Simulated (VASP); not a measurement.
# Os (Fm-3m) in VASP: notebook

Runs on Os. Level: LDA. Tasks: single point, relaxation of cell and atoms.

All numbers are computed with VASP 6.6.1; they aren't measurements. Logs are shortened: lines on timing, memory, paths and dates and some standing lists are left out, and cuts for length are marked.

**1. The cell of the first run**

Symmetry: Fm-3m, No. 225, cubic system. The conventional cell has a = 3.804 Å, b = 3.804 Å, c = 3.804 Å, α = 90.00°, β = 90.00°, γ = 90.00°. Within 3.5 Å of Os (site symmetry m-3m) lie 12 Os at 2.69 Å.

This isn't the form of Os at room conditions, which is hcp.

**2. Single point, LDA**

Input file INCAR:

```
ALGO = Normal
EDIFF = 1E-6
ENCUT = 600
GGA = CA
GGA_COMPAT = F
ISIF = 2
ISMEAR = 0
LASPH = T
LCHARG = F
LREAL = F
LWAVE = F
NBANDS = 10
NELM = 120
PREC = Accurate
SIGMA = 0.1
```

Input file KPOINTS:

```
k-points
0
Gamma
  10 10 10
```

Input file POSCAR:

```
Os
1.0
    0.0000000000      1.9020583801      1.9020583801
    1.9020583801      0.0000000000      1.9020583801
    1.9020583801      1.9020583801      0.0000000000
Os
1
Direct
    0.0000000000      0.0000000000      0.0000000000
```

Potentials or basis: VASP PAW LDA potentials, release 64 (Os).

Run with:

```
$ cat potpaw_LDA.64/Os/POTCAR > POTCAR
$ mpirun -np 1 vasp_std > vasp.out
```

OUTCAR:

```text
EDIFF = 1E-6
   ENCUT = 600
   GGA = CA
   ISIF = 2
   ISMEAR = 0
   LASPH = T
   LREAL = F
   NELM = 120
   PREC = Accurate

 ion  position               nearest neighbor table
   1  0.000  0.000  0.000-

  LATTYP: Found a face centered cubic cell.
 ALAT       =     3.8041167602

  Lattice vectors:

 A1 = (   0.0000000000,   1.9020583801,   1.9020583801)
 A2 = (   1.9020583801,   0.0000000000,   1.9020583801)
 A3 = (   1.9020583801,   1.9020583801,   0.0000000000)

Analysis of symmetry for initial positions (statically):
=====================================================================
 Subroutine PRICEL returns:
 Original cell was already a primitive cell.

 Routine SETGRP: Setting up the symmetry group for a
 face centered cubic supercell.

 Subroutine GETGRP returns: Found 48 space group operations
 (whereof 48 operations were pure point group operations)
 out of a pool of 48 trial point group operations.

The static configuration has the point symmetry O_h .

Analysis of symmetry for dynamics (positions and initial velocities):
=====================================================================
 Subroutine PRICEL returns:
 Original cell was already a primitive cell.

 Routine SETGRP: Setting up the symmetry group for a
 face centered cubic supercell.

 Subroutine GETGRP returns: Found 48 space group operations
 (whereof 48 operations were pure point group operations)
 out of a pool of 48 trial point group operations.

The dynamic configuration has the point symmetry O_h .

 Subroutine INISYM returns: Found 48 space group operations
 (whereof 48 operations are pure point group operations),
 and found     1 'primitive' translations

----------------------------------------------------------------------------------------

                                     Primitive cell

  volume of cell :      13.7626

  direct lattice vectors                    reciprocal lattice vectors
     0.000000000  1.902058380  1.902058380    -0.262873109  0.262873109  0.262873109
     1.902058380  0.000000000  1.902058380     0.262873109 -0.262873109  0.262873109
     1.902058380  1.902058380  0.000000000     0.262873109  0.262873109 -0.262873109

  length of vectors
     2.689916758  2.689916758  2.689916758     0.455309581  0.455309581  0.455309581

  position of ions in fractional coordinates (direct lattice)
     0.000000000  0.000000000  0.000000000

  ion indices of the primitive-cell ions
   primitive index   ion index
                 1           1

----------------------------------------------------------------------------------------

 KPOINTS: k-points

[... 77 lines left out ...]
   PSTRESS=    0.0 pullay stress
   NELECT =       8.0000    total number of electrons
   NUPDOWN=      -1.0000    fix difference up-down
   EMIN   =  10.00;   EMAX   =-10.00  energy-range for DOS
   EFERMI =   0.00;   METHOD = LEGACY
   ISMEAR =     0;   SIGMA  =   0.10  broadening in eV -4-tet -1-fermi 0-gaus
   EFERMI_NEDOS =   21; number of points for ismear=-14 and -15
   IALGO  =     38    algorithm
   IMIX   =      4    mixing-type and parameters
     AMIX     =   0.40;   BMIX     =  1.00
     AMIX_MAG =   1.60;   BMIX_MAG =  1.00
  volume/ion in A,a.u.               =      13.76        92.87
  Fermi-wavevector in a.u.,A,eV,Ry     =   1.366274  2.581883 25.398041  1.866703
  Thomas-Fermi vector in A             =   2.492429
   LORBIT       =      0    0 simple, 1 ext, 2 COOP (PROOUT), +10 PAW based schemes
   GGA     = CA    functional components
   LHFCALC =     F    Hartree Fock is set to
   AEXX    =    0.0000 exact exchange contribution
   IVDW    =     0    specifies the selected vdW correction
   LEPSILON=     F    determine dielectric tensor
   LRPA    =     F    only Hartree local field effects (RPA)
 non-spin polarized calculation
 Gauss-broadening in eV      SIGMA  =   0.10
  energy-cutoff  :      600.00
  volume of cell :       13.76
 maximum number of plane-waves:       474
 NGX is ok and might be reduce to    24
   NGX = 11   NGY = 11   NGZ = 11

 number of electron       8.0000000 magnetization

 Free energy of the ion-electron system (eV)
  ---------------------------------------------------
  ext. energy  EPLUGINS =         0.00000000
  ---------------------------------------------------
  free energy    TOTEN  =       -12.47627437 eV

  energy without entropy =      -12.46844439  energy(sigma->0) =      -12.47235938

 E-fermi :   9.5770     XC(G=0): -14.2698

 val. band max:        9.5684973804   @ k =   0.3000   0.1000   0.0000
 cond. band min:       9.5796242071   @ k =   0.0000   0.0000   0.0000
 fundamental gap:      0.0111268267
 Fermi energy:         9.5769818227

 k-point     1 :       0.0000    0.0000    0.0000
  band No.  band energies     occupation
      1      -1.3752      2.00000
      2       6.4284      2.00000
      3       6.4284      2.00000
      4       6.4284      2.00000
      5       9.5796      0.97019
      6       9.5796      0.97019
      7      23.8257      0.00000
      8      29.7142      0.00000
      9      29.7142      0.00000
     10      29.7142      0.00000
[... 287 lines left out ...]
 k-point    24 :       0.4000    0.3000    0.0000
  band No.  band energies     occupation
      1       2.5061      2.00000
      2       3.3314      2.00000
      3       7.7010      2.00000
      4       9.9123      0.00000
      5      11.7147      0.00000
      6      11.9088      0.00000
      7      23.6380      0.00000
      8      25.8065      0.00000
      9      27.2952      0.00000
     10      31.9527      0.00000

 [... further k-points ...]

------------------------ aborting loop because EDIFF is reached ----------------------------------------

  FORCE on cell =-STRESS in cart. coord.  units (eV):
  Direction    XX          YY          ZZ          XY          YZ          ZX
  --------------------------------------------------------------------------------------
  -------------------------------------------------------------------------------------
  Total        0.1130417      0.1130417      0.1130417      0.0000000      0.0000000      0.0000000
  in kB       13.1597490     13.1597490     13.1597490      0.0000000      0.0000000      0.0000000
  external PRESSURE =      13.1597490 kB  Pullay stress =       0.0000000 kB

 VOLUME and BASIS-vectors are now :
 -----------------------------------------------------------------------------
  energy-cutoff  :      600.00
  volume of cell :       13.76
      direct lattice vectors                 reciprocal lattice vectors
     0.000000000  1.902058380  1.902058380    -0.262873109  0.262873109  0.262873109
     1.902058380  0.000000000  1.902058380     0.262873109 -0.262873109  0.262873109
     1.902058380  1.902058380  0.000000000     0.262873109  0.262873109 -0.262873109

 POSITION                                       TOTAL-FORCE (eV/Angst)
 -----------------------------------------------------------------------------------
      0.00000      0.00000      0.00000         0.000000      0.000000      0.000000
 -----------------------------------------------------------------------------------
    total drift:                               -0.000000      0.000000     -0.000000

  FREE ENERGIE OF THE ION-ELECTRON SYSTEM (eV)
  ---------------------------------------------------
  free  energy   TOTEN  =       -12.4762743710 eV

  energy  without entropy=      -12.4684443913  energy(sigma->0) =      -12.47235938
```

OSZICAR:

```text
N       E                     dE             d eps       ncg     rms          rms(c)
DAV:   1     0.419013794872E+02    0.41901E+02   -0.46183E+03   948   0.839E+02
DAV:   2    -0.119814651493E+02   -0.53883E+02   -0.50729E+02   966   0.214E+02
DAV:   3    -0.132539304660E+02   -0.12725E+01   -0.12677E+01  1110   0.310E+01
DAV:   4    -0.132574474379E+02   -0.35170E-02   -0.35150E-02  1022   0.178E+00
DAV:   5    -0.132574577640E+02   -0.10326E-04   -0.10326E-04  1054   0.884E-02    0.239E+01
DAV:   6    -0.126401754715E+02    0.61728E+00   -0.68645E-01  1106   0.673E+00    0.105E+01
DAV:   7    -0.124814570710E+02    0.15872E+00   -0.41067E-01  1124   0.492E+00    0.836E-01
DAV:   8    -0.124785898148E+02    0.28673E-02   -0.17912E-03   980   0.340E-01    0.582E-01
DAV:   9    -0.124762806249E+02    0.23092E-02   -0.13070E-03  1036   0.375E-01    0.139E-02
DAV:  10    -0.124762764409E+02    0.41840E-05   -0.14146E-05  1012   0.280E-02    0.890E-03
DAV:  11    -0.124762743668E+02    0.20740E-05   -0.92480E-07   654   0.147E-02    0.264E-03
DAV:  12    -0.124762743710E+02   -0.41356E-08   -0.14843E-08   508   0.118E-03
   1 F= -.12476274E+02 E0= -.12472359E+02  d E =-.782998E-02
```

stdout:

```text
POSCAR found type information on POSCAR Os
 POSCAR found :  1 types and       1 ions
 scaLAPACK will be used
 LDA part: xc-table for (Slater(with rela. corr.)+CA(PZ))
 , standard interpolation
 POSCAR, INCAR and KPOINTS ok, starting setup
 FFT: planning ... GRIDC
 FFT: planning ... GRID_SOFT
 FFT: planning ... GRID
 WAVECAR not read
 entering main loop
```

It took 5 s on 1 thread of Intel Xeon Platinum 8488C (Sapphire Rapids), shared host; peak memory 0.14 GiB.

What came out:

- Free energy: -12.4763 eV
- Pressure: 1.3 GPa
- Band gap on the k mesh: zero (bands 4 and 5 overlap by 4.11 eV)

Caveat: spin-orbit coupling is left out, which moves the levels of the heavy elements.

**3. Relaxation of cell and atoms, LDA**

This run uses another cell than the first one, of 13.94 Å³/atom.

Input file INCAR:

```
SYSTEM = Os
PREC     = Accurate       ! precision mode
ENCUT    = 600            ! plane-wave cutoff, eV
EDIFF    = 1E-7           ! SCF threshold, eV
ISMEAR   = 0              ! smearing method
SIGMA    = 0.1            ! smearing width, eV
LREAL    = .False.        ! projectors in reciprocal space
LASPH    = .True.         ! aspherical terms in the spheres
NELM     = 120            ! most SCF steps
ALGO     = Normal         ! electronic algorithm
ISIF     = 3              ! what is computed and relaxed
LWAVE    = .False.        ! write WAVECAR
LCHARG   = .False.        ! write CHGCAR
IBRION   = 2              ! ionic algorithm
NSW      = 60             ! ionic steps
EDIFFG   = -0.02          ! ionic threshold
GGA_COMPAT= .False.      
NELMIN   = 4
```

Input file KPOINTS:

```
Automatic mesh
0
Gamma
  10 10 10
  0 0 0
```

Input file POSCAR:

```
Os
1.0
    0.0000000000      1.9100000000      1.9100000000
    1.9100000000      0.0000000000      1.9100000000
    1.9100000000      1.9100000000      0.0000000000
Os
1
Direct
    0.0000000000      0.0000000000      0.0000000000
```

Potentials or basis: VASP PAW LDA potentials, release 64 (Os).

Run with:

```
$ cat potpaw_LDA.64/Os/POTCAR > POTCAR
$ mpirun -np 1 vasp_std > vasp.out
```

OUTCAR:

```text
SYSTEM = Os
   PREC = Accurate
   ENCUT = 600
   EDIFF = 1E-7
   ISMEAR = 0
   LREAL = .False.
   LASPH = .True.
   NELM = 120
   ISIF = 3
   IBRION = 2
   NSW = 60
   EDIFFG = -0.02
   NELMIN = 4

 ion  position               nearest neighbor table
   1  0.000  0.000  0.000-

  LATTYP: Found a face centered cubic cell.
 ALAT       =     3.8200000000

  Lattice vectors:

 A1 = (   0.0000000000,   1.9100000000,   1.9100000000)
 A2 = (   1.9100000000,   0.0000000000,   1.9100000000)
 A3 = (   1.9100000000,   1.9100000000,   0.0000000000)

Analysis of symmetry for initial positions (statically):
=====================================================================
 Subroutine PRICEL returns:
 Original cell was already a primitive cell.

 Routine SETGRP: Setting up the symmetry group for a
 face centered cubic supercell.

 Subroutine GETGRP returns: Found 48 space group operations
 (whereof 48 operations were pure point group operations)
 out of a pool of 48 trial point group operations.

The static configuration has the point symmetry O_h .

Analysis of symmetry for dynamics (positions and initial velocities):
=====================================================================
 Subroutine PRICEL returns:
[... 164 lines left out ...]
  -------------------------------------------------------------------------------------
  Total       -0.3605634     -0.3605634     -0.3605634     -0.0000000      0.0000000      0.0000000
  in kB      -41.4535899    -41.4535899    -41.4535899     -0.0000000      0.0000000      0.0000000
  external PRESSURE =     -41.4535899 kB  Pullay stress =       0.0000000 kB
[... 22 lines left out ...]
--------------------------------------- Ionic step        2  -------------------------------------------

 number of electron       8.0000000 magnetization

 E-fermi :  10.2168     XC(G=0): -14.4976

 val. band max:       10.2079432581   @ k =   0.3000   0.1000   0.0000
 cond. band min:      10.2286820871   @ k =   0.0000   0.0000   0.0000
 fundamental gap:      0.0207388289
 Fermi energy:        10.2167528779

 k-point     1 :       0.0000    0.0000    0.0000
  band No.  band energies     occupation
      1      -1.0996      2.00000
      2       6.8756      2.00000
      3       6.8756      2.00000
      4       6.8756      2.00000
      5      10.2287      0.86603
      6      10.2287      0.86603
      7      24.4209      0.00000
      8      30.5582      0.00000
[... 287 lines left out ...]
--------------------------------------- Ionic step        3  -------------------------------------------

 number of electron       8.0000000 magnetization

 Free energy of the ion-electron system (eV)
  ---------------------------------------------------
  ext. energy  EPLUGINS =         0.00000000
  ---------------------------------------------------
  free energy    TOTEN  =       -12.47652577 eV

  energy without entropy =      -12.46866457  energy(sigma->0) =      -12.47259517

 E-fermi :   9.5275     XC(G=0): -14.2519

 val. band max:        9.5190323308   @ k =   0.3000   0.1000   0.0000
 cond. band min:       9.5294164904   @ k =   0.0000   0.0000   0.0000
 fundamental gap:      0.0103841596
 Fermi energy:         9.5274824490

 k-point     1 :       0.0000    0.0000    0.0000
  band No.  band energies     occupation
      1      -1.3961      2.00000
      2       6.3937      2.00000
      3       6.3937      2.00000
      4       6.3937      2.00000
      5       9.5294      0.97818
      6       9.5294      0.97818
      7      23.7792      0.00000
      8      29.6483      0.00000
[... 281 lines left out ...]
  FREE ENERGIE OF THE ION-ELECTRON SYSTEM (eV)
  ---------------------------------------------------
  free  energy   TOTEN  =       -12.4765257731 eV

  energy  without entropy=      -12.4686645682  energy(sigma->0) =      -12.47259517

 reached required accuracy - stopping structural energy minimisation
```

OSZICAR:

```text
N       E                     dE             d eps       ncg     rms          rms(c)
DAV:   1     0.380736951344E+02    0.38074E+02   -0.46253E+03   760   0.104E+03
DAV:   2    -0.123030029051E+02   -0.50377E+02   -0.48820E+02   768   0.237E+02
DAV:   3    -0.132634418702E+02   -0.96044E+00   -0.95599E+00   984   0.326E+01
[... 22 lines left out ...]
DAV:   3    -0.124763002393E+02    0.78534E-02   -0.29993E-02   960   0.164E+00    0.843E-02
DAV:   4    -0.124764589783E+02   -0.15874E-03   -0.25310E-04   880   0.119E-01    0.340E-02
DAV:   5    -0.124765213026E+02   -0.62324E-04   -0.93296E-05   976   0.648E-02    0.912E-03
DAV:   6    -0.124765257825E+02   -0.44799E-05   -0.43655E-06   944   0.224E-02    0.337E-03
DAV:   7    -0.124765257731E+02    0.93771E-08   -0.53923E-08   592   0.213E-03
   3 F= -.12476526E+02 E0= -.12472595E+02  d E =-.172503E-02
```

Wall time 11 s (1 thread of Intel Xeon Platinum 8488C (Sapphire Rapids), shared host); peak memory 0.13 GiB.

Results:

| Item | Value |
| --- | --- |
| Free energy | -12.4765 eV |
| Relaxed volume | 13.81 Å³/atom |
| Relaxed cell | a = 2.693 Å, b = 2.693 Å, c = 2.693 Å, α = 60.00°, β = 60.00°, γ = 60.00° |
| Space group after relaxing (to 0.1 Å) | Fm-3m (No. 225) |
| Energy gained by relaxing | 1.7 meV/atom |
| Ionic steps | 3 |
| Pressure after relaxing | -0.1 GPa |
| Band gap on the k mesh | zero (bands 4 and 5 overlap by 4.09 eV) |

The path:
```tsv
step	energy change (eV)	largest force (eV/Å)	pressure (GPa)	volume (Å³)
1	0.0000	0.0000	-4.15	13.94
2	0.0354	0.0000	21.29	13.22
3	-0.0017	0.0000	-0.09	13.81
```

Final structure:
```
CELL_PARAMETERS angstrom
0.00000 1.90407 1.90407
1.90407 0.00000 1.90407
1.90407 1.90407 0.00000
ATOMIC_POSITIONS crystal
Os 0.00000 0.00000 0.00000
```

Levels at points of the mesh, in eV from the Fermi level:
```
           k point  band 1  band 2  band 3  band 4  band 5  band 6  band 7  band 8
(0.00, 0.00, 0.00)  -10.92   -3.13   -3.13   -3.13    0.00    0.00   14.25   20.12
(0.50, 0.00, 0.00)   -7.85   -3.28   -3.28   -0.16    2.47    2.47    9.16   13.80
(0.50, 0.50, 0.00)   -7.76   -7.07    2.44    2.45    3.16    3.16   12.38   12.38
```

Caveat: spin-orbit coupling is left out, which moves the levels of the heavy elements.
